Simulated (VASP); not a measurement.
LaYN2, 4 atoms in the cell. It takes space group P-3m1 (No. 164, trigonal). Conventional cell: a = 3.529 Å, b = 3.529 Å, c = 6.228 Å, α = 90.00°, β = 90.00°, γ = 120.00°. Within 3.6 Å of La (site symmetry -3m) lie 6 N at 2.62 Å and 2 Y at 3.11 Å and 6 La at 3.53 Å. Y (site symmetry -3m) has 6 N at 2.51 Å and 2 La at 3.11 Å within 3.3 Å. Within 3.3 Å of N (site symmetry 3m) lie 3 Y at 2.51 Å and 3 La at 2.62 Å. The cell was built from a structure type or drawn by symmetry, and may not be a known phase.

| Quantity | Value |
| --- | --- |
| Program | VASP 6.6.1 |
| Task | single point |
| Functional | PBE |
| Potentials or basis | VASP PAW PBE potentials, release 64 (La, Y_sv, N) |
| Cutoff | 520 eV |
| k mesh | 6 × 6 × 4 |
| Occupations | gaussian, width 0.1 eV |
| Spin | no spin polarisation |
| Dipole correction | no |
| Further INCAR settings | ALGO = Normal; EDIFF = 1e-06; NBANDS = 24 |

Potentials or basis: VASP PAW PBE potentials, release 64 (La, Y_sv, N).

Run with:

```sh
$ cat potpaw_PBE.64/La/POTCAR potpaw_PBE.64/Y_sv/POTCAR potpaw_PBE.64/N/POTCAR > POTCAR
$ mpirun -np 1 vasp_std > vasp.out
```

Hardware: 1 thread of Intel Xeon 8259CL, on a shared host.

How long does it take, and how much memory?

Wall time 74 s on 1 thread of Intel Xeon 8259CL, with other jobs on the host, peak memory 0.23 GiB. Counts: scf iterations 13, k points 24.
